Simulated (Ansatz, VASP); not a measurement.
# PtS2 in VASP and in Ansatz

The input INCAR:

```
ALGO = Normal
EDIFF = 1E-6
ENCUT = 570
GGA = PE
GGA_COMPAT = False
ISIF = 2
ISMEAR = -1
LASPH = True
LCHARG = False
LREAL = False
LWAVE = False
NBANDS = 22
NELM = 120
PREC = Accurate
SIGMA = 0.02
```

KPOINTS

```
k-points
0
Gamma
  12 12 6
```

The input POSCAR:

```
PtS2
1.0
    3.5526415799      0.0000000000      0.0000000000
   -1.7763207900      3.0766778587      0.0000000000
    0.0000000000      0.0000000000      5.1227110550
Pt S
1 2
Direct
    0.0000000000      0.0000000000      0.0000000000
    0.3333333333      0.6666666667      0.2392599767
    0.6666666667      0.3333333333      0.7607400233
```

Input for Ansatz:

```yaml
crystal:
  lattice:
    - [3.5526415799, 0.0, 0.0]
    - [-1.77632079, 3.0766778587, 0.0]
    - [0.0, 0.0, 5.122711055]
  atoms:
    - { symbol: Pt, position: [0.0, 0.0, 0.0] }
    - { symbol: S, position: [0.3333333333, 0.6666666667, 0.2392599767] }
    - { symbol: S, position: [0.6666666667, 0.3333333333, 0.7607400233] }
kpoints:
  mp_grid: { grid: [12, 12, 6] }
  band_path:
    path:
      - [0.0, 0.0, 0.0]
      - [0.5, 0.0, 0.0]
      - [0.3333333333, 0.3333333333, 0.0]
      - [0.0, 0.0, 0.5]
      - [0.5, 0.0, 0.5]
      - [0.3333333333, 0.3333333333, 0.5]
      - [0.0, 0.25, 0.3333333333]
      - [0.0, 0.169271, 0.1875]
      - [0.0, 0.28125, 0.299479]
    npoints: 1
hamiltonian:
  xc: pbe
scf:
  occupations: { method: fermi_dirac, width: 0.02 }
  n_extra_bands: 4
output:
  forces: true
  stress: true
  eigenvalues: true
```

Alike in both runs: task single point; functional PBE; k mesh 12 × 12 × 6; occupations fermi-dirac, width 0.02 eV; no spin polarisation.

```csv
,VASP,Ansatz
version,VASP 6.6.1,Ansatz 0.2.0
potentials or method,"VASP PAW PBE potentials, release 64 (Pt_sv_GW, S)","plane waves, PAW"
plane-wave cutoff (eV),570,420
valence electrons in the cell,30,30
```

Ansatz gave:

```
pressure (GPa)                                                : 3.6
traceless stress, the component that is largest in VASP (GPa) : -1.02
rms of the force components (eV/Å)                            : 0.031
```

Question: What did VASP give for the same quantities?

Answer: Pressure (GPa): 2.9; traceless stress, the component that is largest in VASP (GPa): -0.93; rms of the force components (eV/Å): 0.019.

Atom by atom the forces differ by 0.012 eV/Å (rms over components).

Spin-orbit coupling is off throughout.
